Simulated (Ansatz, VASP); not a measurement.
**BAs: VASP beside Ansatz**

Contents of INCAR:

```
PREC     = Accurate       # precision mode
ENCUT    = 560            # plane-wave cutoff, eV
EDIFF    = 1E-6           # SCF threshold, eV
ISMEAR   = -1             # smearing method
SIGMA    = 0.05           # smearing width, eV
LREAL    = False          # projectors in reciprocal space
LASPH    = True           # aspherical terms in the spheres
NELM     = 120            # most SCF steps
ALGO     = Normal         # electronic algorithm
ISIF     = 2              # what is computed and relaxed
LWAVE    = False          # write WAVECAR
LCHARG   = False          # write CHGCAR
GGA      = RE             # functional
IVDW     = 12             # dispersion correction
NBANDS   = 16             # bands
GGA_COMPAT= False
```

Contents of KPOINTS:

```
regular mesh
0
Gamma
  10 10 10
```

POSCAR

```
BAs
1.0
    0.0000000000      2.3397414207      2.3397414207
    2.3397414207      0.0000000000      2.3397414207
    2.3397414207      2.3397414207      0.0000000000
As B
1 1
Direct
    0.7500000000      0.7500000000      0.7500000000
    0.0000000000      0.0000000000      0.0000000000
```

The input input.yaml:

```yaml
crystal:
  lattice:
    - [0.0, 2.3397414207, 2.3397414207]
    - [2.3397414207, 0.0, 2.3397414207]
    - [2.3397414207, 2.3397414207, 0.0]
  atoms:
    - { symbol: As, position: [0.75, 0.75, 0.75] }
    - { symbol: B, position: [0.0, 0.0, 0.0] }
hamiltonian:
  xc: revpbe
  pseudopotentials: { kind: paw }
  dispersion: d3bj
kpoints:
  mp_grid: { grid: [10, 10, 10] }
scf:
  occupations: { method: fermi_dirac, width: 0.05 }
output:
  forces: true
  stress: true
  eigenvalues: true
```

Alike in both runs: task single point; functional revPBE; dispersion D3(BJ); k mesh 10 × 10 × 10; occupations fermi-dirac, width 0.05 eV; no spin polarisation.

|  | VASP | Ansatz |
| --- | --- | --- |
| version | VASP 6.6.1 | Ansatz 0.2.0 |
| potentials or method | VASP PAW PBE potentials, release 64 (As_d, B) | Ansatz PAW |
| plane-wave cutoff (eV) | 560 | 420 |
| valence electrons in the cell | 18 | 18 |

Ansatz gave:

* gap on the k mesh at the Fermi level (eV): 1.14
* least direct gap on the mesh (eV): 3.36
* pressure (GPa): 6.2

Q: Estimate VASP's values.

A: gap on the k mesh at the Fermi level (eV): 1.14; least direct gap on the mesh (eV): 3.37; pressure (GPa): 5.8.

VASP's potentials were made for PBE, not for revPBE.
